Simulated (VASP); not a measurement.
# ZrBrF in VASP: a series of runs, part 2 of 2

VASP 6.6.1.

**4. Single point, PBE**

This run uses another cell than the first one, of 24.31 Å³/atom, 1.257 times its volume.

Input file INCAR:

```
SYSTEM = ZrBrF
PREC     = Accurate       ! precision mode
ENCUT    = 520            ! plane-wave cutoff, eV
EDIFF    = 1E-6           ! SCF threshold, eV
ISMEAR   = 0              ! smearing method
SIGMA    = 0.1            ! smearing width, eV
LREAL    = .False.        ! projectors in reciprocal space
LASPH    = .True.         ! aspherical terms in the spheres
NELM     = 80             ! most SCF steps
ALGO     = Normal         ! electronic algorithm
ISIF     = 2              ! what is computed and relaxed
LWAVE    = .False.        ! write WAVECAR
LCHARG   = .False.        ! write CHGCAR
GGA      = PE             ! functional
NBANDS   = 20             ! bands
```

Input file KPOINTS:

```
Automatic mesh
0
Gamma
  6 6 4
  0 0 0
```

Input file POSCAR:

```
ZrBrF
1.0
    3.7119895681      0.0000000000      0.0000000000
    0.0000000000      3.7119895681      0.0000000000
    0.0000000000      0.0000000000      5.2925349622
Zr Br F
1 1 1
Direct
    0.0000000000      0.0000000000      0.0000000000
    0.5000000000      0.5000000000      0.0000000000
    0.5000000000      0.5000000000      0.5000000000
```

Potentials or basis: VASP PAW PBE potentials, release 64 (Zr_sv, Br, F).

On the command line:

```console
> cat potpaw_PBE.64/Zr_sv/POTCAR potpaw_PBE.64/Br/POTCAR potpaw_PBE.64/F/POTCAR > POTCAR
> mpirun -np 1 vasp_std > vasp.out
```

OUTCAR:

```text
SYSTEM = ZrBrF
   PREC = Accurate
   ENCUT = 520
   EDIFF = 1E-6
   ISMEAR = 0
   LREAL = .False.
   LASPH = .True.
   NELM = 80
   ISIF = 2
   GGA = PE

 ion  position               nearest neighbor table
   1  0.000  0.000  0.000-   2 2.62   2 2.62   2 2.62   2 2.62
   2  0.500  0.500  0.000-   1 2.62   1 2.62   1 2.62   1 2.62
   3  0.500  0.500  0.500-

  LATTYP: Found a simple tetragonal cell.
 ALAT       =     3.7119895681
 C/A-ratio  =     1.4257946756

[... 745 lines left out ...]

  FORCE on cell =-STRESS in cart. coord.  units (eV):
  Direction    XX          YY          ZZ          XY          YZ          ZX
  --------------------------------------------------------------------------------------
  -------------------------------------------------------------------------------------
  Total        0.0045240      0.0045240     -0.0462050      0.0000000      0.0000000      0.0000000
  in kB        0.0993935      0.0993935     -1.0151311      0.0000000      0.0000000      0.0000000
  external PRESSURE =      -0.2721147 kB  Pullay stress =       0.0000000 kB

 VOLUME and BASIS-vectors are now :
 -----------------------------------------------------------------------------
  energy-cutoff  :      520.00
  volume of cell :       72.93
      direct lattice vectors                 reciprocal lattice vectors
     3.711989568  0.000000000  0.000000000     0.269397309  0.000000000  0.000000000
     0.000000000  3.711989568  0.000000000     0.000000000  0.269397309  0.000000000
     0.000000000  0.000000000  5.292534962     0.000000000  0.000000000  0.188945374

 POSITION                                       TOTAL-FORCE (eV/Angst)
 -----------------------------------------------------------------------------------
      0.00000      0.00000      0.00000         0.000000      0.000000      0.000000
      1.85599      1.85599      0.00000         0.000000      0.000000      0.000000
      1.85599      1.85599      2.64627         0.000000      0.000000      0.000000
 -----------------------------------------------------------------------------------
    total drift:                                0.000000      0.000000     -0.000000

  FREE ENERGIE OF THE ION-ELECTRON SYSTEM (eV)
  ---------------------------------------------------
  free  energy   TOTEN  =       -13.1825721556 eV

  energy  without entropy=      -13.1571341894  energy(sigma->0) =      -13.16985317
```

OSZICAR:

```text
N       E                     dE             d eps       ncg     rms          rms(c)
DAV:   1     0.203970359821E+03    0.20397E+03   -0.13586E+04  1200   0.121E+03
DAV:   2    -0.415807871516E+01   -0.20813E+03   -0.20259E+03  1512   0.302E+02
DAV:   3    -0.159571772392E+02   -0.11799E+02   -0.11647E+02  1780   0.679E+01
DAV:   4    -0.163609147199E+02   -0.40374E+00   -0.40129E+00  1704   0.923E+00
DAV:   5    -0.163662567630E+02   -0.53420E-02   -0.53414E-02  1512   0.106E+00    0.125E+01
DAV:   6    -0.133611965591E+02    0.30051E+01   -0.11760E+01  1296   0.241E+01    0.540E+00
DAV:   7    -0.132395224557E+02    0.12167E+00   -0.80667E-01  1400   0.561E+00    0.271E+00
DAV:   8    -0.131770199333E+02    0.62503E-01   -0.20101E-01  1508   0.263E+00    0.523E-01
DAV:   9    -0.131801204059E+02   -0.31005E-02   -0.14545E-02  1404   0.783E-01    0.283E-01
DAV:  10    -0.131818027734E+02   -0.16824E-02   -0.25052E-03  1400   0.309E-01    0.145E-01
DAV:  11    -0.131826043201E+02   -0.80155E-03   -0.26783E-03  1328   0.224E-01    0.847E-02
DAV:  12    -0.131825813331E+02    0.22987E-04   -0.21801E-03  1384   0.167E-01    0.529E-02
DAV:  13    -0.131825681601E+02    0.13173E-04   -0.21179E-04  1328   0.656E-02    0.151E-02
DAV:  14    -0.131825721814E+02   -0.40213E-05   -0.14425E-05  1412   0.204E-02    0.723E-03
DAV:  15    -0.131825721556E+02    0.25796E-07   -0.42593E-06  1280   0.764E-03
   1 F= -.13182572E+02 E0= -.13169853E+02  d E =-.254380E-01
```

stdout:

```text
POSCAR found type information on POSCAR ZrBrF
 POSCAR found :  3 types and       3 ions
 scaLAPACK will be used
 LDA part: xc-table for (Slater+PW92), standard interpolation
 POSCAR, INCAR and KPOINTS ok, starting setup
 FFT: planning ... GRIDC
 FFT: planning ... GRID_SOFT
 FFT: planning ... GRID
 WAVECAR not read
 entering main loop
```

Wall time 16 s (1 thread of Intel Xeon 6975P-C (Granite Rapids), shared host); peak memory 0.2 GiB.

What came out:

```
Free energy            : -13.1826 eV
Pressure               : 0.0 GPa
Band gap on the k mesh : zero (band 13 reaches 4.65 eV, above the bottom of band 14 at 3.12 eV)
```

Levels at points of the mesh, in eV from the Fermi level:
```
           k point  band 9  band 10  band 11  band 12  band 13  band 14  band 15  band 16  band 17  band 18
(0.00, 0.00, 0.00)   -5.36    -2.89    -2.12    -2.12    -1.06    -0.56    -0.41     0.42     0.42     1.14
(0.50, 0.00, 0.00)   -6.31    -2.80    -2.10    -1.32     0.52     0.76     1.12     1.42     3.29     3.57
(0.50, 0.50, 0.00)   -5.65    -2.48    -2.48    -0.98    -0.98    -0.93     0.37     1.75     1.81     2.12
(0.00, 0.00, 0.50)   -5.24    -2.87    -2.81    -2.28    -2.28    -0.56     0.52     0.52     0.62     1.52
(0.50, 0.00, 0.50)   -5.46    -2.87    -2.60    -2.17     0.60     0.72     1.16     1.22     3.34     3.62
(0.50, 0.50, 0.50)   -4.55    -2.92    -2.92    -2.54    -0.55    -0.55     0.63     1.79     1.81     2.64
```

**5. Relaxation of cell and atoms, PBE**

Input file INCAR:

```
PREC = Accurate
ENCUT = 600
EDIFF = 1E-7
ISMEAR = 0
SIGMA = 0.1
LREAL = False
LASPH = True
NELM = 60
ALGO = Normal
ISIF = 3
LWAVE = False
LCHARG = False
GGA = PE
IBRION = 2
NSW = 90
EDIFFG = -0.04
```

Input file KPOINTS:

```
Automatic mesh
0
Gamma
  4 4 4
```

Input file POSCAR:

```
ZrBrF
1.0
    3.8076942700      0.0000000000      0.0000000000
    0.0000000000      3.8442891300      0.0000000000
    0.0000000000      0.0000000000      3.9627642000
Zr Br F
1 1 1
Direct
    0.0000000000      0.0000000000      0.0000000000
    0.5000000000      0.5000000000      0.0000000000
    0.5000000000      0.5000000000      0.5000000000
```

On the command line:

```console
> cat potpaw_PBE.64/Zr_sv/POTCAR potpaw_PBE.64/Br/POTCAR potpaw_PBE.64/F/POTCAR > POTCAR
> mpirun -np 1 vasp_std > vasp.out
```

It took 74 s on 1 thread of Intel Xeon 6975P-C (Granite Rapids), shared host; peak memory 0.2 GiB.

It converged, with:

```
Free energy                            : -13.1850 eV
Relaxed volume                         : 23.42 Å³/atom
Relaxed cell                           : a = 3.674 Å, b = 3.698 Å, c = 5.171 Å, α = 90.00°, β = 90.00°, γ = 90.00°
Space group after relaxing (to 0.05 Å) : P4/mmm (No. 123)
Energy gained by relaxing              : 758.3 meV/atom
Ionic steps                            : 7
Pressure after relaxing                : 0.1 GPa
Band gap on the k mesh                 : zero (band 13 reaches 5.20 eV, above the bottom of band 14 at 3.55 eV)
```

Stress tensor (GPa, compression positive):
```
 0.25  0.00  0.00
 0.00 -0.09  0.00
 0.00  0.00  0.19
```

Step by step:
| step | energy change (eV) | largest force (eV/Å) | pressure (GPa) | volume (Å³) |
| --- | --- | --- | --- | --- |
| 1 | 0.0000 | 0.0000 | 15.94 | 58.01 |
| 2 | -2.1038 | 0.0000 | -3.75 | 74.23 |
| 3 | -2.1265 | 0.0000 | -4.67 | 76.02 |
| 4 | -2.1272 | 0.0000 | -4.86 | 76.42 |
| 5 | -2.1966 | 0.0000 | 2.08 | 69.55 |
| 6 | -2.2624 | 0.0000 | -1.32 | 72.20 |
| 7 | -2.2750 | 0.0000 | 0.12 | 70.26 |

Final structure:
```cif
data_structure
_symmetry_space_group_name_H-M 'P 1'
_symmetry_Int_Tables_number 1
_cell_length_a 3.6741
_cell_length_b 3.6985
_cell_length_c 5.1706
_cell_angle_alpha 90.000
_cell_angle_beta 90.000
_cell_angle_gamma 90.000
_cell_volume 70.26
loop_
_atom_site_label
_atom_site_type_symbol
_atom_site_fract_x
_atom_site_fract_y
_atom_site_fract_z
_atom_site_occupancy
Zr1 Zr 0.00000 0.00000 0.00000 1
Br1 Br 0.50000 0.50000 0.00000 1
F1 F 0.50000 0.50000 0.50000 1
```

Levels at points of the mesh, in eV from the Fermi level:
```tsv
k point	band 9	band 10	band 11	band 12	band 13	band 14	band 15	band 16	band 17
(0.00, 0.00, 0.00)	-5.41	-2.95	-2.37	-2.36	-1.04	-0.54	-0.41	0.48	0.53
(0.50, 0.00, 0.00)	-6.57	-3.06	-2.36	-1.35	0.61	0.85	1.27	1.55	5.19
(0.00, 0.50, 0.00)	-6.58	-3.07	-2.35	-1.36	0.58	0.88	1.16	1.58	5.13
(0.50, 0.50, 0.00)	-5.94	-2.73	-2.73	-0.98	-0.96	-0.90	0.46	1.88	1.93
(0.00, 0.00, 0.50)	-5.31	-3.06	-2.93	-2.56	-2.55	-0.54	0.58	0.62	0.77
(0.50, 0.00, 0.50)	-5.53	-3.16	-2.84	-2.45	0.75	0.80	1.29	1.33	3.37
(0.00, 0.50, 0.50)	-5.54	-3.17	-2.85	-2.44	0.70	0.83	1.24	1.33	3.33
(0.50, 0.50, 0.50)	-4.60	-3.21	-3.21	-2.80	-0.53	-0.51	0.77	1.93	1.94
```

Caveat: the k points lie up to 0.43 Å⁻¹ apart in the final cell; the volume moved by over 15 % at a fixed basis, so the end points are rough.

**6. Summary**

| task | cell | k mesh | cutoff (eV) | gap on the mesh (eV) | pressure (GPa) |
| --- | --- | --- | --- | --- | --- |
| single point | a = 3.808, b = 3.844, c = 3.963 Å, 3 atoms | 4 × 4 × 4 | 520 | none | 16.0 |
| single point | a = 3.696, b = 3.696, c = 5.280 Å, 3 atoms | 4 × 4 × 4 | 520 | none | 0.0 |
| single point | a = 3.712, b = 3.712, c = 5.293 Å, 3 atoms | 6 × 6 × 4 | 520 | none | 0.0 |
| relaxation of cell and atoms | relaxed from a = 3.808, b = 3.844, c = 3.963 Å, 3 atoms | 4 × 4 × 4 | 600 | none | 0.1 |

Alike in all rows: level PBE; potentials or basis VASP PAW PBE potentials, release 64 (Zr_sv, Br, F); no spin polarisation; smearing gaussian 0.1 eV.

Caveats: some runs use coarse meshes; the volume moved by over 15 % at a fixed basis, so the end points are rough (some runs).

Absolute energies hang on the potentials; compare differences alone.
